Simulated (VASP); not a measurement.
# KF in VASP: a series of runs, part 2 of 2

VASP 6.6.1.

### Step 4. Single point, PBE

INCAR reads:

```
PREC = Accurate
ENCUT = 600
EDIFF = 1E-6
ISMEAR = -1
SIGMA = 0.009
LREAL = False
LASPH = True
NELM = 120
ALGO = Normal
ISIF = 2
LWAVE = False
LCHARG = False
GGA = PE
NBANDS = 15
GGA_COMPAT = False
```

KPOINTS reads:

```
Automatic mesh
0
Gamma
  8 8 8
```

POSCAR reads:

```
KF
1.0
    0.0000000000      2.6544134050      2.6544134050
    2.6544134050      0.0000000000      2.6544134050
    2.6544134050      2.6544134050      0.0000000000
K F
1 1
Direct
    0.0094182767      0.0094182767     -0.0094182767
    0.5000000000      0.5000000000      0.5000000000
```

Potentials or basis: VASP PAW PBE potentials, release 64 (K_sv, F).

Launch:

```
> cat potpaw_PBE.64/K_sv/POTCAR potpaw_PBE.64/F/POTCAR > POTCAR
> mpirun -np 1 vasp_std > vasp.out
```

OUTCAR:

```text
PREC = Accurate
   ENCUT = 600
   EDIFF = 1E-6
   ISMEAR = -1
   LREAL = False
   LASPH = True
   NELM = 120
   ISIF = 2
   GGA = PE

 ion  position               nearest neighbor table
   1  0.009  0.009  0.991-   2 2.60   2 2.65   2 2.65   2 2.65   2 2.65   2 2.70
   2  0.500  0.500  0.500-   1 2.60   1 2.65   1 2.65   1 2.65   1 2.65   1 2.70

  LATTYP: Found a face centered cubic cell.
 ALAT       =     5.3088268100

  Lattice vectors:

[... 618 lines left out ...]

------------------------ aborting loop because EDIFF is reached ----------------------------------------

  FORCE on cell =-STRESS in cart. coord.  units (eV):
  Direction    XX          YY          ZZ          XY          YZ          ZX
  --------------------------------------------------------------------------------------
  -------------------------------------------------------------------------------------
  Total        0.4955916      0.4955916      0.5299206      0.0000000     -0.0000000      0.0000000
  in kB       21.2274994     21.2274994     22.6978994      0.0000000     -0.0000000      0.0000000
  external PRESSURE =      21.7176327 kB  Pullay stress =       0.0000000 kB

 VOLUME and BASIS-vectors are now :
 -----------------------------------------------------------------------------
  energy-cutoff  :      600.00
  volume of cell :       37.41
      direct lattice vectors                 reciprocal lattice vectors
     0.000000000  2.654413405  2.654413405    -0.188365535  0.188365535  0.188365535
     2.654413405  0.000000000  2.654413405     0.188365535 -0.188365535  0.188365535
     2.654413405  2.654413405  0.000000000     0.188365535  0.188365535 -0.188365535

 POSITION                                       TOTAL-FORCE (eV/Angst)
 -----------------------------------------------------------------------------------
      2.65441      2.65441      0.05000         0.000000      0.000000     -0.091807
      2.65441      2.65441      2.65441         0.000000      0.000000      0.091807
 -----------------------------------------------------------------------------------
    total drift:                                0.000000      0.000000     -0.000015

  FREE ENERGIE OF THE ION-ELECTRON SYSTEM (eV)
  ---------------------------------------------------
  free  energy   TOTEN  =        -8.2804425717 eV

  energy  without entropy=       -8.2804425717  energy(sigma->0) =       -8.28044257
```

OSZICAR:

```text
N       E                     dE             d eps       ncg     rms          rms(c)
DAV:   1     0.118302600022E+03    0.11830E+03   -0.88383E+03  1770   0.115E+03
DAV:   2    -0.441010805252E+01   -0.12271E+03   -0.11158E+03  2345   0.298E+02
DAV:   3    -0.938664869294E+01   -0.49765E+01   -0.49539E+01  2325   0.537E+01
DAV:   4    -0.953650394996E+01   -0.14986E+00   -0.14983E+00  2407   0.855E+00
DAV:   5    -0.953785445692E+01   -0.13505E-02   -0.13505E-02  2373   0.802E-01    0.636E+00
DAV:   6    -0.831004568985E+01    0.12278E+01   -0.34681E+00  1826   0.150E+01    0.414E+00
DAV:   7    -0.828253205993E+01    0.27514E-01   -0.68079E-02  2275   0.229E+00    0.233E+00
DAV:   8    -0.827824201396E+01    0.42900E-02   -0.50841E-02  1903   0.225E+00    0.196E-01
DAV:   9    -0.827975860424E+01   -0.15166E-02   -0.39334E-03  2274   0.525E-01    0.124E-01
DAV:  10    -0.828032058341E+01   -0.56198E-03   -0.47476E-04  1861   0.192E-01    0.596E-02
DAV:  11    -0.828044409299E+01   -0.12351E-03   -0.12887E-04  1840   0.971E-02    0.201E-02
DAV:  12    -0.828044257624E+01    0.15168E-05   -0.14081E-05  2240   0.378E-02    0.442E-03
DAV:  13    -0.828044257174E+01    0.45027E-08   -0.22925E-06  1917   0.139E-02
   1 F= -.82804426E+01 E0= -.82804426E+01  d E =-.156124E-10
```

stdout:

```text
POSCAR found type information on POSCAR K F
 POSCAR found :  2 types and       2 ions
 scaLAPACK will be used
 LDA part: xc-table for (Slater+PW92), standard interpolation
 POSCAR, INCAR and KPOINTS ok, starting setup
 FFT: planning ... GRIDC
 FFT: planning ... GRID_SOFT
 FFT: planning ... GRID
 WAVECAR not read
 entering main loop
```

Wall time 34 s (1 thread of AMD EPYC 7R13 (Zen 3), shared host); peak memory 0.16 GiB.

What came out:

- Free energy: -8.2804 eV
- Pressure: 2.2 GPa
- Largest force: 0.092 eV/Å
- Band gap on the k mesh: 6.27 eV

Forces in eV/Å, atoms in the order of the input:
```
K    0.000  0.000 -0.092
F    0.000  0.000  0.092
```

### Step 5. Overview

```csv
level,spin,cell,cutoff (eV),smearing,gap on the mesh (eV),pressure (GPa)
r2SCAN,off,"as given, atomic positions A",660,gaussian 0.1 eV,6.94,0.1
PBEsol,"collinear, zero start","as given, atomic positions A",600,gaussian 0.1 eV,6.13,0.0
PBE,off,"as given, atomic positions B",600,fermi-dirac 0.009 eV,6.27,2.2
```

Alike in all rows: task single point; potentials or basis VASP PAW PBE potentials, release 64 (K_sv, F); k mesh 8 × 8 × 8.

The pressure there spans 0.0 GPa (PBEsol) to 2.2 GPa (PBE); a positive pressure means that this level wants a larger cell, a negative one a smaller.

Caveats: the PAW data sets were made with another functional, which shifts forces and pressure a little (at least some runs).

Total energies depend on the potentials used, so only differences within one code and one set of settings carry meaning.
